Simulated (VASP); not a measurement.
# HfH4 in VASP: notebook

The runs below take HfH4 through single point, with PBE.

Everything below comes from runs of VASP 6.6.1. Logs are shortened: lines on timing, memory, paths and dates and some standing lists are left out, and cuts for length are marked.

### Step 1. The cell of the first run

The cell holds a sheet with vacuum, 5 atoms: a = 6.586 Å, b = 6.586 Å, c = 28.059 Å, α = 90.00°, β = 90.00°, γ = 90.00°.

The cell was generated, and may not be a known phase.

### Step 2. Single point, PBE

Contents of INCAR:

```
PREC = Accurate
ENCUT = 520
EDIFF = 1E-6
ISMEAR = 0
SIGMA = 0.02
LREAL = F
LASPH = T
NELM = 60
ALGO = Normal
ISIF = 2
LWAVE = F
LCHARG = T
LDIPOL = T
IDIPOL = 3
DIPOL = 0.5 0.5 0.285
GGA = PE
LELF = T
LVHAR = T
LVACPOTAV = T
NBANDS = 15
```

Contents of KPOINTS:

```
Automatic mesh
0
Gamma
  4 4 1
```

Contents of POSCAR:

```
HfH4
1.0
    6.5863181231      0.0000000000      0.0000000000
    0.0000000000      6.5863181231      0.0000000000
    0.0000000000      0.0000000000     28.0592452122
Hf H
1 4
Direct
    0.5000000000      0.5000000000      0.2851110192
    0.2724195898      0.5000000000      0.3228727251
    0.7275804102      0.5000000000      0.3228727251
    0.5000000000      0.7275804102      0.2473493133
    0.5000000000      0.2724195898      0.2473493133
```

Potentials or basis: VASP PAW PBE potentials, release 64 (Hf_pv, H).

The run is started by

```console
$ cat potpaw_PBE.64/Hf_pv/POTCAR potpaw_PBE.64/H/POTCAR > POTCAR
$ mpirun -np 1 vasp_std > vasp.out
```

OUTCAR:

```text
PREC = Accurate
   ENCUT = 520
   EDIFF = 1E-6
   ISMEAR = 0
   LREAL = F
   LASPH = T
   NELM = 60
   ISIF = 2
   GGA = PE

 ion  position               nearest neighbor table
   1  0.500  0.500  0.285-   2 1.84   3 1.84   4 1.84   5 1.84
   2  0.272  0.500  0.323-   1 1.84
   3  0.728  0.500  0.323-   1 1.84
   4  0.500  0.728  0.247-   1 1.84
   5  0.500  0.272  0.247-   1 1.84

  LATTYP: Found a simple tetragonal cell.
 ALAT       =     6.5863181231
 C/A-ratio  =     4.2602323009

  Lattice vectors:

 A1 = (   6.5863181231,   0.0000000000,   0.0000000000)
 A2 = (   0.0000000000,   6.5863181231,   0.0000000000)
 A3 = (   0.0000000000,   0.0000000000,  28.0592452122)

Analysis of symmetry for initial positions (statically):
=====================================================================
 Subroutine PRICEL returns:
 Original cell was already a primitive cell.

 Routine SETGRP: Setting up the symmetry group for a
 simple tetragonal supercell.

 Subroutine GETGRP returns: Found  8 space group operations
 (whereof  4 operations were pure point group operations)
 out of a pool of 16 trial point group operations.

The static configuration has the point symmetry C_2v.
 The point group associated with its full space group is D_2d.

Analysis of symmetry for dynamics (positions and initial velocities):
=====================================================================
 Subroutine PRICEL returns:
 Original cell was already a primitive cell.

 Routine SETGRP: Setting up the symmetry group for a
 simple tetragonal supercell.

 Subroutine GETGRP returns: Found  8 space group operations
 (whereof  4 operations were pure point group operations)
 out of a pool of 16 trial point group operations.

The dynamic configuration has the point symmetry C_2v.
 The point group associated with its full space group is D_2d.

 Subroutine INISYM returns: Found  8 space group operations
 (whereof  4 operations are pure point group operations),
 and found     1 'primitive' translations

----------------------------------------------------------------------------------------

                                     Primitive cell

  volume of cell :    1217.1985

  direct lattice vectors                    reciprocal lattice vectors
     6.586318123  0.000000000  0.000000000     0.151829897  0.000000000  0.000000000
     0.000000000  6.586318123  0.000000000     0.000000000  0.151829897  0.000000000
     0.000000000  0.000000000 28.059245212     0.000000000  0.000000000  0.035638877

  length of vectors
     6.586318123  6.586318123 28.059245212     0.151829897  0.151829897  0.035638877

  position of ions in fractional coordinates (direct lattice)
     0.500000000  0.500000000  0.285111019
     0.272419590  0.500000000  0.322872725
     0.727580410  0.500000000  0.322872725
     0.500000000  0.727580410  0.247349313
     0.500000000  0.272419590  0.247349313

  ion indices of the primitive-cell ions
   primitive index   ion index
                 1           1
                 2           2
                 3           3
                 4           4
                 5           5

----------------------------------------------------------------------------------------

 KPOINTS: Automatic mesh

Automatic generation of k-mesh.
 Grid dimensions read from file:
 generate k-points for:    4    4    1

 Generating k-lattice:

  Cartesian coordinates                     Fractional coordinates (reciprocal lattice)
     0.037957474  0.000000000  0.000000000     0.250000000  0.000000000  0.000000000
     0.000000000  0.037957474  0.000000000     0.000000000  0.250000000  0.000000000
     0.000000000  0.000000000  0.035638877     0.000000000  0.000000000  1.000000000

  Length of vectors
     0.037957474  0.037957474  0.035638877

  Shift w.r.t. Gamma in fractional coordinates (k-lattice)
     0.000000000  0.000000000  0.000000000

 Subroutine IBZKPT returns following result:
 ===========================================

 Found      6 irreducible k-points:

 Following reciprocal coordinates:
            Coordinates               Weight
  0.000000  0.000000  0.000000      1.000000
  0.250000  0.000000  0.000000      4.000000
  0.500000  0.000000  0.000000      2.000000
  0.250000  0.250000  0.000000      4.000000
  0.500000  0.250000  0.000000      4.000000
  0.500000  0.500000  0.000000      1.000000
   k-points           NKPTS =      6   k-points in BZ     NKDIM =      6   number of bands    NBANDS=     15
   number of dos      NEDOS =    301   number of ions     NIONS =      5
   total plane-waves  NPLWV = 525000
   dimension x,y,z NGX =    50 NGY =   50 NGZ =  210
   dimension x,y,z NGXF=   100 NGYF=  100 NGZF=  420
   ions per type =               1   4
   NGX,Y,Z   is equivalent  to a cutoff of  12.62, 12.62, 12.44 a.u.
   NGXF,Y,Z  is equivalent  to a cutoff of  25.24, 25.24, 24.88 a.u.
 SYSTEM =  unknown system
   PREC   = accura    normal or accurate (medium, high low for compatibility)
   ISTART =      0    job   : 0-new  1-cont  2-samecut
   ICHARG =      2    charge: 1-file 2-atom 10-const
   ISPIN  =      1    spin polarized calculation?
   LNONCOLLINEAR =      F non collinear calculations
   LSORBIT =      F    spin-orbit coupling
   LASPH  =      T    aspherical Exc in radial PAW
   ENCUT  =  520.0 eV  38.22 Ry    6.18 a.u.  12.25 12.25 52.17*2*pi/ulx,y,z
   NELM   =     60;   NELMIN=  2; NELMDL= -5     # of ELM steps
   EDIFF  = 0.1E-05   stopping-criterion for ELM
   LREAL  =      F    real-space projection
   EDIFFG = 0.1E-04   stopping-criterion for IOM
   NSW    =      0    number of steps for IOM
   IBRION =     -1    ionic relax: 0-MD 1-quasi-New 2-CG
   NFREE  =      0    steps in history (QN), initial steepest desc. (CG)
   ISIF   =      2    stress and relaxation
   ISYM   =      2    0-nonsym 1-usesym 2-fastsym
   POTIM  = 0.5000    time-step for ionic-motion
   TEBEG  =    0.0;   TEEND  =   0.0 temperature during run
   PSTRESS=    0.0 pullay stress
   NELECT =      14.0000    total number of electrons
   NUPDOWN=      -1.0000    fix difference up-down
   EMIN   =  10.00;   EMAX   =-10.00  energy-range for DOS
   EFERMI =   0.00;   METHOD = LEGACY
   ISMEAR =     0;   SIGMA  =   0.02  broadening in eV -4-tet -1-fermi 0-gaus
   EFERMI_NEDOS =   21; number of points for ismear=-14 and -15
   IALGO  =     38    algorithm
   IMIX   =      4    mixing-type and parameters
     AMIX     =   0.40;   BMIX     =  1.00
     AMIX_MAG =   1.60;   BMIX_MAG =  1.00
  volume/ion in A,a.u.               =     243.44      1642.81
  Fermi-wavevector in a.u.,A,eV,Ry     =   0.369542  0.698333  1.858028  0.136561
  Thomas-Fermi vector in A             =   1.296241
   LORBIT       =      0    0 simple, 1 ext, 2 COOP (PROOUT), +10 PAW based schemes
   GGA     = PE    functional components
   LHFCALC =     F    Hartree Fock is set to
   AEXX    =    0.0000 exact exchange contribution
   IVDW    =     0    specifies the selected vdW correction
   LEPSILON=     F    determine dielectric tensor
   LRPA    =     F    only Hartree local field effects (RPA)
 non-spin polarized calculation
 Gauss-broadening in eV      SIGMA  =   0.02
  energy-cutoff  :      520.00
  volume of cell :     1217.20
 maximum number of plane-waves:     32841
 NGX is ok and might be reduce to    50
   NGX = 25   NGY = 25   NGZ =105

 dipolmoment           0.000000      0.000000     -0.000036 electrons x Angstroem

 number of electron      13.9999996 magnetization

 dipolmoment           0.000000      0.000000      0.000003 electrons x Angstroem

 Free energy of the ion-electron system (eV)
  ---------------------------------------------------
  ext. energy  EPLUGINS =         0.00000000
  ---------------------------------------------------
  free energy    TOTEN  =       -20.61638408 eV

  energy without entropy =      -20.61638408  energy(sigma->0) =      -20.61638408

 E-fermi :  -6.5914     XC(G=0):  -0.8614

 val. band max:       -6.7901762356   @ k =   0.5000   0.5000   0.0000
 cond. band min:      -2.9069098861   @ k =   0.5000   0.5000   0.0000
 fundamental gap:      3.8832663496
 Fermi energy:        -6.5914220540

 k-point     1 :       0.0000    0.0000    0.0000
  band No.  band energies     occupation
      1     -35.8302      2.00000
      2     -35.8302      2.00000
      3     -35.8300      2.00000
      4      -8.4076      2.00000
      5      -6.9527      2.00000
      6      -6.7959      2.00000
      7      -6.7959      2.00000
      8      -2.8796      0.00000
      9      -2.7808      0.00000
     10      -2.1088      0.00000
     11      -1.6378      0.00000
     12      -1.6378      0.00000
     13      -0.1536      0.00000
     14       0.3286      0.00000
     15       0.3553      0.00000

 k-point     2 :       0.2500    0.0000    0.0000
  band No.  band energies     occupation
      1     -35.8302      2.00000
      2     -35.8302      2.00000
      3     -35.8300      2.00000
      4      -8.3727      2.00000
      5      -6.9517      2.00000
      6      -6.8314      2.00000
      7      -6.7945      2.00000
      8      -2.8603      0.00000
      9      -2.8056      0.00000
     10      -2.0839      0.00000
     11      -1.9513      0.00000
     12      -1.6039      0.00000
     13       0.1941      0.00000
     14       0.5218      0.00000
     15       0.5651      0.00000
[... 41 lines left out ...]
      3     -35.8300      2.00000
      4      -8.2989      2.00000
      5      -6.9489      2.00000
      6      -6.9061      2.00000
      7      -6.7914      2.00000
      8      -2.8710      0.00000
      9      -2.8144      0.00000
     10      -2.2218      0.00000
     11      -1.9503      0.00000
     12      -1.8194      0.00000
     13       0.8898      0.00000
     14       0.9953      0.00000
     15       1.1195      0.00000

 k-point     6 :       0.5000    0.5000    0.0000
  band No.  band energies     occupation
      1     -35.8302      2.00000
      2     -35.8302      2.00000
      3     -35.8300      2.00000
      4      -8.2597      2.00000
      5      -6.9463      2.00000
      6      -6.9463      2.00000
      7      -6.7902      2.00000
      8      -2.9069      0.00000
      9      -2.7900      0.00000
     10      -2.1605      0.00000
     11      -2.1605      0.00000
     12      -1.7977      0.00000
     13       0.8646      0.00000
     14       1.3476      0.00000
     15       1.3476      0.00000

------------------------ aborting loop because EDIFF is reached ----------------------------------------

 vacuum level on the upper side and lower side of the slab       (xc-potential included)        -0.101        -0.103

  FORCE on cell =-STRESS in cart. coord.  units (eV):
  Direction    XX          YY          ZZ          XY          YZ          ZX
  --------------------------------------------------------------------------------------
  -------------------------------------------------------------------------------------
  Total       -0.0580137     -0.0580137     -0.0949321      0.0000000      0.0000000      0.0000000
  in kB       -0.0763624     -0.0763624     -0.1249575      0.0000000      0.0000000      0.0000000
  external PRESSURE =      -0.0925608 kB  Pullay stress =       0.0000000 kB

 VOLUME and BASIS-vectors are now :
 -----------------------------------------------------------------------------
  energy-cutoff  :      520.00
  volume of cell :     1217.20
      direct lattice vectors                 reciprocal lattice vectors
     6.586318123  0.000000000  0.000000000     0.151829897  0.000000000  0.000000000
     0.000000000  6.586318123  0.000000000     0.000000000  0.151829897  0.000000000
     0.000000000  0.000000000 28.059245212     0.000000000  0.000000000  0.035638877

 POSITION                                       TOTAL-FORCE (eV/Angst)
 -----------------------------------------------------------------------------------
      3.29316      3.29316      8.00000         0.000000      0.000000      0.000000
      1.79424      3.29316      9.05956         0.010853      0.000000     -0.010985
      4.79208      3.29316      9.05956        -0.010853      0.000000     -0.010985
      3.29316      4.79208      6.94044         0.000000     -0.010853      0.010985
      3.29316      1.79424      6.94044         0.000000      0.010853      0.010985
 -----------------------------------------------------------------------------------
    total drift:                                0.000000     -0.000000      0.000016

  FREE ENERGIE OF THE ION-ELECTRON SYSTEM (eV)
  ---------------------------------------------------
  free  energy   TOTEN  =       -20.6163840806 eV

  energy  without entropy=      -20.6163840806  energy(sigma->0) =      -20.61638408

 vacuum level on the upper side and lower side of the slab         0.270         0.270
```

It took 5.7 min on 1 thread of Intel Xeon Platinum 8275CL at 3.00GHz (Skylake/Cascade Lake), shared host; peak memory 0.95 GiB.

Results:

```
Free energy                            : -20.6164 eV
Largest force                          : 0.015 eV/Å
Band gap on the k mesh                 : 3.88 eV
Ionisation potential of the upper face : 7.06 eV
```

Forces on the atoms (eV/Å):
```
Hf   0.000  0.000  0.000
H    0.011  0.000 -0.011
H   -0.011  0.000 -0.011
H    0.000 -0.011  0.011
H    0.000  0.011  0.011
```

Levels at points of the mesh, in eV from the valence-band top:
```tsv
k point	band 4	band 5	band 6	band 7	band 8	band 9	band 10	band 11
(0.00, 0.00, 0.00)	-1.62	-0.16	-0.01	-0.01	3.91	4.01	4.68	5.15
(0.50, 0.00, 0.00)	-1.55	-0.16	-0.08	0.00	3.96	3.96	4.50	4.84
(0.50, 0.50, 0.00)	-1.47	-0.16	-0.16	0.00	3.88	4.00	4.63	4.63
```

Caveat: spin-orbit coupling is left out, which moves the levels of the heavy elements.

(Part 1 of 2 ends here.)
